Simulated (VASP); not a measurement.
Set up this calculation in VASP 6.6.1, as the native input.

```yaml
Task: single point
Functional: RPBE
Potentials_or_basis: VASP PAW PBE potentials, release 64 (Te)
Cutoff: 520 eV
k_mesh: 13 × 13 × 13
Occupations: fermi-dirac, width 0.1 eV
Spin: no spin polarisation
Dipole_correction: no
Further_INCAR_settings: ALGO = Normal; EDIFF = 1e-06; NBANDS = 9
```

The structure of Te lies in POSCAR:

```
Te
1.0
    0.0000000000      2.3734090193      2.3734090193
    2.3734090193      0.0000000000      2.3734090193
    2.3734090193      2.3734090193      0.0000000000
Te
1
Direct
    0.0000000000      0.0000000000      0.0000000000
```

This cell differs from its parent crystal: volume scaled by 0.92.

These files were run (other wordings do the same):

INCAR

```
  PREC = Accurate
  ENCUT = 520
  EDIFF = 1E-6
  ISMEAR = -1
  SIGMA = 0.1
  LREAL = F
  LASPH = T
  NELM = 60
  ALGO = Normal
  ISIF = 2
  LWAVE = F
  LCHARG = F
  GGA = RP
  NBANDS = 9
```

KPOINTS

```
regular mesh
0
Gamma
  13 13 13
```

Potentials or basis: VASP PAW PBE potentials, release 64 (Te).

Run with:

```sh
$ cat potpaw_PBE.64/Te/POTCAR > POTCAR
$ mpirun -np 1 vasp_std > vasp.out
```

Results of the run:

```yaml
Pressure: 4.6 GPa
Band_gap_on_the_k_mesh: zero (band 3 reaches 12.13 eV, above the bottom of band 4 at 6.69 eV)
```

Caveat: the PAW data sets were made with another functional, which shifts forces and pressure a little; spin-orbit coupling is left out, which moves the levels of the heavy elements.

Run time: 11 s on 1 thread of Intel(R) Xeon(R) Platinum 8488C (Sapphire Rapids), with other jobs on the host, peak memory 0.16 GiB.
